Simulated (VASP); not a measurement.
Crystal: In3SbAs2.

```
In Sb As
1.0
     4.16536    0.00000    0.00000
    -2.08268    3.60730    0.00000
     0.00000    0.00000   20.54599
In Sb As
6 2 4
Direct
  0.66667 0.33333 0.16686
  0.66667 0.33333 0.50020
  0.66667 0.33333 0.83353
  0.33333 0.66667 0.00020
  0.33333 0.66667 0.33353
  0.33333 0.66667 0.66686
  0.66667 0.33333 0.29164
  0.33333 0.66667 0.79164
  0.66667 0.33333 0.62497
  0.66667 0.33333 0.95830
  0.33333 0.66667 0.12497
  0.33333 0.66667 0.45830
```

```yaml
Program: VASP 6.6.1
Task: relaxation of cell and atoms
Functional: PBE
Potentials_or_basis: VASP PAW PBE potentials, release 64 (In_d, Sb, As)
Cutoff: 600 eV
k_mesh: 6 × 6 × 1
Occupations: gaussian, width 0.1 eV
Spin: no spin polarisation
```

At the start: pressure 16.2 GPa; volume 25.73 Å³/atom.

Where does the relaxation end?

Over 9 steps the energy falls by 285.9 meV/atom and the volume is 31.90 Å³/atom (+24.0 %); space group P6_3mc (No. 186, to 0.05 Å).

The path:
```
step  energy change (eV)  largest force (eV/Å)  pressure (GPa)  volume (Å³)
   1              0.0000                1.6321           16.21       308.72
   2             -2.4948                0.2219           -4.26       440.24
   3             -3.3094                0.5165           -0.14       385.65
   4             -3.3086                0.5015           -0.35       387.30
   5             -3.3561                0.3444           -0.27       386.17
   6             -3.4146                0.3170            0.00       383.00
   7             -3.4287                0.0793            0.01       382.68
   8             -3.4297                0.0526            0.02       382.56
   9             -3.4302                0.0356           -0.01       382.78
```

Final structure:
```
In Sb As
1.0
     4.47548    0.00000    0.00000
    -2.23774    3.87588    0.00000
     0.00000    0.00000   22.06679
In Sb As
6 2 4
Direct
  0.66667 0.33333 0.16052
  0.66667 0.33333 0.50016
  0.66667 0.33333 0.84036
  0.33333 0.66667 0.00016
  0.33333 0.66667 0.34036
  0.33333 0.66667 0.66052
  0.66667 0.33333 0.29057
  0.33333 0.66667 0.79057
  0.66667 0.33333 0.62210
  0.66667 0.33333 0.96178
  0.33333 0.66667 0.12210
  0.33333 0.66667 0.46178
```

Caveat: the volume moved by over 15 % at a fixed basis, so the end points are rough.
